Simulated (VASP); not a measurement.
# Sc2SnS (P-6m2) in VASP: relaxation of cell and atoms with PBE

Aim: the relaxation of cell and atoms of Sc2SnS with PBE.

All numbers are computed with VASP 6.6.1; they aren't measurements. Logs are shortened: lines on timing, memory, paths and dates and some standing lists are left out, and cuts for length are marked.

## Step 1: The cell of the first run

Symmetry: P-6m2, No. 187, hexagonal system. The conventional cell has a = 3.540 Å, b = 3.540 Å, c = 7.740 Å, α = 90.00°, β = 90.00°, γ = 120.00°. Sc (site symmetry 3m) has 3 S at 2.61 Å and 3 Sn at 3.04 Å and 1 Sc at 3.24 Å within 3.4 Å. Within 4.0 Å of Sn (site symmetry -6m2) lie 6 Sc at 3.04 Å and 6 Sn at 3.54 Å. S (site symmetry -6m2) has 6 Sc at 2.61 Å within 3.4 Å.

The cell was generated, and may not be a known phase.

## Step 2: Relaxation of cell and atoms, PBE

Contents of INCAR:

```
SYSTEM = Sc2SnS
  ALGO = Normal
  EDIFF = 1E-6
  EDIFFG = -0.01
  ENCUT = 600
  GGA = PE
  IBRION = 2
  ISIF = 3
  ISMEAR = 0
  LASPH = .True.
  LCHARG = .False.
  LREAL = .False.
  LWAVE = .False.
  NELM = 80
  NSW = 100
  PREC = Accurate
  SIGMA = 0.1
```

Contents of KPOINTS:

```
k-points
0
Gamma
  18 18 6
  0 0 0
```

Contents of POSCAR:

```
Sc2SnS
1.0
    3.5398932593      0.0000000000      0.0000000000
   -1.7699466297      3.0656374893      0.0000000000
    0.0000000000      0.0000000000      7.7396031772
Sc Sn S
2 1 1
Direct
    0.6666666667      0.3333333333      0.2092486045
    0.6666666667      0.3333333333      0.7907513955
    0.0000000000      0.0000000000      0.5000000000
    0.3333333333      0.6666666667      0.0000000000
```

Potentials or basis: VASP PAW PBE potentials, release 64 (Sc_sv, Sn_d, S).

Run with:

```bash
$ cat potpaw_PBE.64/Sc_sv/POTCAR potpaw_PBE.64/Sn_d/POTCAR potpaw_PBE.64/S/POTCAR > POTCAR
$ mpirun -np 1 vasp_std > vasp.out
```

OUTCAR:

```text
SYSTEM = Sc2SnS
   EDIFF = 1E-6
   EDIFFG = -0.01
   ENCUT = 600
   GGA = PE
   IBRION = 2
   ISIF = 3
   ISMEAR = 0
   LASPH = .True.
   LREAL = .False.
   NELM = 80
   NSW = 100
   PREC = Accurate

 ion  position               nearest neighbor table
   1  0.667  0.333  0.209-   4 2.61   4 2.61   4 2.61   3 3.04   3 3.04   3 3.04   2 3.24
   2  0.667  0.333  0.791-   4 2.61   4 2.61   4 2.61   3 3.04   3 3.04   3 3.04   1 3.24
   3  0.000  0.000  0.500-   1 3.04   2 3.04   1 3.04   2 3.04   1 3.04   2 3.04
   4  0.333  0.667  0.000-   1 2.61   2 2.61   1 2.61   2 2.61   1 2.61   2 2.61

  LATTYP: Found a hexagonal cell.
 ALAT       =     3.5398932593
 C/A-ratio  =     2.1863945069

  Lattice vectors:

 A1 = (   3.5398932593,   0.0000000000,   0.0000000000)
 A2 = (  -1.7699466297,   3.0656374893,   0.0000000000)
 A3 = (   0.0000000000,   0.0000000000,   7.7396031772)

Analysis of symmetry for initial positions (statically):
=====================================================================
 Subroutine PRICEL returns:
 Original cell was already a primitive cell.

 Routine SETGRP: Setting up the symmetry group for a
 hexagonal supercell.

 Subroutine GETGRP returns: Found 12 space group operations
 (whereof 12 operations were pure point group operations)
 out of a pool of 24 trial point group operations.

The static configuration has the point symmetry D_3h.

Analysis of symmetry for dynamics (positions and initial velocities):
=====================================================================
 Subroutine PRICEL returns:
 Original cell was already a primitive cell.

 Routine SETGRP: Setting up the symmetry group for a
 hexagonal supercell.

 Subroutine GETGRP returns: Found 12 space group operations
 (whereof 12 operations were pure point group operations)
 out of a pool of 24 trial point group operations.

The dynamic configuration has the point symmetry D_3h.

 Subroutine INISYM returns: Found 12 space group operations
 (whereof 12 operations are pure point group operations),
 and found     1 'primitive' translations

----------------------------------------------------------------------------------------

                                     Primitive cell

  volume of cell :      83.9904

  direct lattice vectors                    reciprocal lattice vectors
     3.539893259  0.000000000  0.000000000     0.282494394  0.163098214  0.000000000
    -1.769946630  3.065637489  0.000000000     0.000000000  0.326196428  0.000000000
     0.000000000  0.000000000  7.739603177     0.000000000  0.000000000  0.129205591

  length of vectors
     3.539893259  3.539893259  7.739603177     0.326196428  0.326196428  0.129205591

  position of ions in fractional coordinates (direct lattice)
     0.666666667  0.333333333  0.209248604
     0.666666667  0.333333333  0.790751396
     0.000000000  0.000000000  0.500000000
     0.333333333  0.666666667  0.000000000

  ion indices of the primitive-cell ions
   primitive index   ion index
                 1           1
                 2           2
                 3           3
                 4           4

----------------------------------------------------------------------------------------

 KPOINTS: k-points

Automatic generation of k-mesh.
 Grid dimensions read from file:
 generate k-points for:   18   18    6

 Generating k-lattice:

  Cartesian coordinates                     Fractional coordinates (reciprocal lattice)
     0.015694133  0.009061012  0.000000000     0.055555556 -0.000000000  0.000000000
     0.000000000  0.018122024  0.000000000     0.000000000  0.055555556  0.000000000
     0.000000000  0.000000000  0.021534265     0.000000000  0.000000000  0.166666667

  Length of vectors
     0.018122024  0.018122024  0.021534265

  Shift w.r.t. Gamma in fractional coordinates (k-lattice)
     0.000000000  0.000000000  0.000000000

 Subroutine IBZKPT returns following result:
 ===========================================

 Found    148 irreducible k-points:

 Following reciprocal coordinates:
            Coordinates               Weight
  0.000000  0.000000  0.000000      1.000000
  0.055556 -0.000000  0.000000      6.000000
  0.111111 -0.000000  0.000000      6.000000
  0.166667 -0.000000  0.000000      6.000000
  0.222222 -0.000000  0.000000      6.000000
  0.277778 -0.000000  0.000000      6.000000
[... 16 lines left out ...]
  0.333333  0.111111  0.000000     12.000000
  0.388889  0.111111  0.000000     12.000000
 [... further k-points ...]
   k-points           NKPTS =    148   k-points in BZ     NKDIM =    148   number of bands    NBANDS=     25
   number of dos      NEDOS =    301   number of ions     NIONS =      4
   total plane-waves  NPLWV =  50176
   dimension x,y,z NGX =    28 NGY =   28 NGZ =   64
   dimension x,y,z NGXF=    56 NGYF=   56 NGZF=  128
   ions per type =               2   1   1
   NGX,Y,Z   is equivalent  to a cutoff of  13.15, 13.15, 13.75 a.u.
   NGXF,Y,Z  is equivalent  to a cutoff of  26.30, 26.30, 27.49 a.u.
 SYSTEM =  Sc2SnS
   PREC   = accura    normal or accurate (medium, high low for compatibility)
   ISTART =      0    job   : 0-new  1-cont  2-samecut
   ICHARG =      2    charge: 1-file 2-atom 10-const
   ISPIN  =      1    spin polarized calculation?
   LNONCOLLINEAR =      F non collinear calculations
   LSORBIT =      F    spin-orbit coupling
   LASPH  =      T    aspherical Exc in radial PAW
   ENCUT  =  600.0 eV  44.10 Ry    6.64 a.u.   7.07  7.07 15.46*2*pi/ulx,y,z
   NELM   =     80;   NELMIN=  2; NELMDL= -5     # of ELM steps
   EDIFF  = 0.1E-05   stopping-criterion for ELM
   LREAL  =      F    real-space projection
   EDIFFG = -.1E-01   stopping-criterion for IOM
   NSW    =    100    number of steps for IOM
   IBRION =      2    ionic relax: 0-MD 1-quasi-New 2-CG
   NFREE  =      1    steps in history (QN), initial steepest desc. (CG)
   ISIF   =      3    stress and relaxation
   ISYM   =      2    0-nonsym 1-usesym 2-fastsym
   POTIM  = 0.5000    time-step for ionic-motion
   TEBEG  =    0.0;   TEEND  =   0.0 temperature during run
   PSTRESS=    0.0 pullay stress
   NELECT =      42.0000    total number of electrons
   NUPDOWN=      -1.0000    fix difference up-down
   EMIN   =  10.00;   EMAX   =-10.00  energy-range for DOS
   EFERMI =   0.00;   METHOD = LEGACY
   ISMEAR =     0;   SIGMA  =   0.10  broadening in eV -4-tet -1-fermi 0-gaus
   EFERMI_NEDOS =   21; number of points for ismear=-14 and -15
   IALGO  =     38    algorithm
   IMIX   =      4    mixing-type and parameters
     AMIX     =   0.40;   BMIX     =  1.00
     AMIX_MAG =   1.60;   BMIX_MAG =  1.00
  volume/ion in A,a.u.               =      21.00       141.70
  Fermi-wavevector in a.u.,A,eV,Ry     =   1.299415  2.455539 22.973174  1.688481
  Thomas-Fermi vector in A             =   2.430681
   LORBIT       =      0    0 simple, 1 ext, 2 COOP (PROOUT), +10 PAW based schemes
   GGA     = PE    functional components
   LHFCALC =     F    Hartree Fock is set to
   AEXX    =    0.0000 exact exchange contribution
   IVDW    =     0    specifies the selected vdW correction
   LEPSILON=     F    determine dielectric tensor
   LRPA    =     F    only Hartree local field effects (RPA)
 conjugate gradient relaxation of ions
 non-spin polarized calculation
 Gauss-broadening in eV      SIGMA  =   0.10
  energy-cutoff  :      600.00
  volume of cell :       83.99
 maximum number of plane-waves:      2831
   NGX = 15   NGY = 15   NGZ = 31

--------------------------------------- Ionic step        1  -------------------------------------------

 number of electron      41.9999997 magnetization

 Free energy of the ion-electron system (eV)
  ---------------------------------------------------
  ext. energy  EPLUGINS =         0.00000000
  ---------------------------------------------------
  free energy    TOTEN  =       -25.22721344 eV

  energy without entropy =      -25.20902680  energy(sigma->0) =      -25.21812012

------------------------ aborting loop because EDIFF is reached ----------------------------------------

  FORCE on cell =-STRESS in cart. coord.  units (eV):
  Direction    XX          YY          ZZ          XY          YZ          ZX
  --------------------------------------------------------------------------------------
  -------------------------------------------------------------------------------------
  Total        0.1416885      0.1416885      0.0042836     -0.0000000     -0.0000000      0.0000000
  in kB        2.7028098      2.7028098      0.0817118     -0.0000000     -0.0000000      0.0000000
  external PRESSURE =       1.8291105 kB  Pullay stress =       0.0000000 kB
[... 137 lines left out ...]
  energy  without entropy=      -25.2093469108  energy(sigma->0) =      -25.21846164

--------------------------------------- Ionic step        5  -------------------------------------------

 number of electron      41.9999996 magnetization

 Free energy of the ion-electron system (eV)
  ---------------------------------------------------
  ext. energy  EPLUGINS =         0.00000000
  ---------------------------------------------------
  free energy    TOTEN  =       -25.22760423 eV

  energy without entropy =      -25.20939666  energy(sigma->0) =      -25.21850044

 E-fermi :   6.8423     XC(G=0): -10.5206

 val. band max:        6.8401853674   @ k =   0.3889   0.0556   0.3333
 cond. band min:       6.8427068074   @ k =   0.3333   0.2778   0.5000
 fundamental gap:      0.0025214399
 Fermi energy:         6.8423286609

 k-point     1 :       0.0000    0.0000    0.0000
  band No.  band energies     occupation
      1     -43.0141      2.00000
      2     -43.0008      2.00000
      3     -21.7209      2.00000
      4     -21.6353      2.00000
      5     -21.6353      2.00000
      6     -21.6201      2.00000
[... 661 lines left out ...]
     24       8.4493      0.00000
     25       9.0705      0.00000

 [... further k-points ...]

------------------------ aborting loop because EDIFF is reached ----------------------------------------

  FORCE on cell =-STRESS in cart. coord.  units (eV):
  Direction    XX          YY          ZZ          XY          YZ          ZX
  --------------------------------------------------------------------------------------
  -------------------------------------------------------------------------------------
  Total       -0.0028778     -0.0028778     -0.0063360      0.0000000      0.0000000      0.0000000
  in kB       -0.0547194     -0.0547194     -0.1204753      0.0000000      0.0000000      0.0000000
  external PRESSURE =      -0.0766380 kB  Pullay stress =       0.0000000 kB
[... 19 lines left out ...]
  FREE ENERGIE OF THE ION-ELECTRON SYSTEM (eV)
  ---------------------------------------------------
  free  energy   TOTEN  =       -25.2276042321 eV

  energy  without entropy=      -25.2093966568  energy(sigma->0) =      -25.21850044

 reached required accuracy - stopping structural energy minimisation
```

Run time: 26 min. Hardware: 1 thread of Intel Xeon 8259CL, shared host; peak memory 0.52 GiB.

What came out:

```
Free energy                           : -25.2276 eV
Relaxed volume                        : 21.07 Å³/atom
Relaxed cell                          : a = 3.550 Å, b = 3.550 Å, c = 7.720 Å, α = 90.00°, β = 90.00°, γ = 120.00°
Space group after relaxing (to 0.1 Å) : P-6m2 (No. 187)
Energy gained by relaxing             : 0.1 meV/atom
Ionic steps                           : 5
Pressure after relaxing               : 0.0 GPa
Largest force after relaxing          : 0.008 eV/Å
Band gap on the k mesh                : zero (bands 21 and 22 overlap by 1.07 eV)
```

Forces on the atoms (eV/Å):
```
Sc   0.000  0.000  0.008
Sc   0.000  0.000 -0.008
Sn   0.000  0.000  0.000
S    0.000  0.000  0.000
```

The path:
```csv
step,energy change (eV),largest force (eV/Å),pressure (GPa),volume (Å³)
1,0.0000,0.0072,0.18,83.99
2,-0.0002,0.0071,-0.08,84.28
3,-0.0002,0.0072,-0.09,84.28
4,-0.0004,0.0014,-0.04,84.27
5,-0.0004,0.0080,-0.01,84.26
```

Final structure:
```cif
data_structure
_symmetry_space_group_name_H-M 'P 1'
_symmetry_Int_Tables_number 1
_cell_length_a 3.5502
_cell_length_b 3.5502
_cell_length_c 7.7197
_cell_angle_alpha 90.000
_cell_angle_beta 90.000
_cell_angle_gamma 120.000
_cell_volume 84.26
loop_
_atom_site_label
_atom_site_type_symbol
_atom_site_fract_x
_atom_site_fract_y
_atom_site_fract_z
_atom_site_occupancy
Sc1 Sc 0.66667 0.33333 0.20909 1
Sc2 Sc 0.66667 0.33333 0.79091 1
Sn1 Sn 0.00000 0.00000 0.50000 1
S1 S 0.33333 0.66667 0.00000 1
```

Caveat: spin-orbit coupling is left out, which moves the levels of the heavy elements.
